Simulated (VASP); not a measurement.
Crystal: Hf3AlN4.

```xyz
8
Lattice="4.8724 0.0000 0.0000 0.0000 4.8724 0.0000 0.0000 0.0000 4.8724" Properties=species:S:1:pos:R:3 pbc="T T T"
Hf    2.4362    0.0000    2.4362
Hf    0.0000    2.4362    2.4362
Hf    2.4362    2.4362    0.0000
Al    0.0000    0.0000    0.0000
N     2.4362    2.4362    2.4362
N     0.0000    2.4362    0.0000
N     2.4362    0.0000    0.0000
N     0.0000    0.0000    2.4362
```

| Property | Result |
| --- | --- |
| Program | VASP 6.6.1 |
| Task | relaxation of cell and atoms |
| Functional | PBE |
| Potentials or basis | VASP PAW PBE potentials, release 64 (Hf_pv, Al, N) |
| Cutoff | 600 eV |
| k mesh | 4 × 4 × 4 |
| Occupations | gaussian, width 0.1 eV |
| Spin | no spin polarisation |

At the start: pressure -35.5 GPa; volume 14.46 Å³/atom.

Q: How do energy, volume and symmetry change on relaxing?

A: Over 5 steps the energy falls by 444.6 meV/atom and the volume is 11.22 Å³/atom (-22.4 %); space group Pm-3m (No. 221, to 0.1 Å) before and after.

The path:
```
step  energy change (eV)  largest force (eV/Å)  pressure (GPa)  volume (Å³)
   1              0.0000                0.0000          -35.46       115.68
   2              1.7338                0.0000          106.65        69.94
   3             -3.5420                0.0000           -3.39        91.14
   4             -3.5550                0.0000           -1.14        90.22
   5             -3.5565                0.0000            0.06        89.76
```

Final structure:
```
Hf Al N
1.0
     4.47738    0.00000    0.00000
     0.00000    4.47738    0.00000
     0.00000    0.00000    4.47738
Hf Al N
3 1 4
Cartesian
  2.2387 0.0000 2.2387
  0.0000 2.2387 2.2387
  2.2387 2.2387 0.0000
  0.0000 0.0000 0.0000
  2.2387 2.2387 2.2387
  0.0000 2.2387 0.0000
  2.2387 0.0000 0.0000
  0.0000 0.0000 2.2387
```

Caveat: the volume moved by over 15 % at a fixed basis, so the end points are rough.
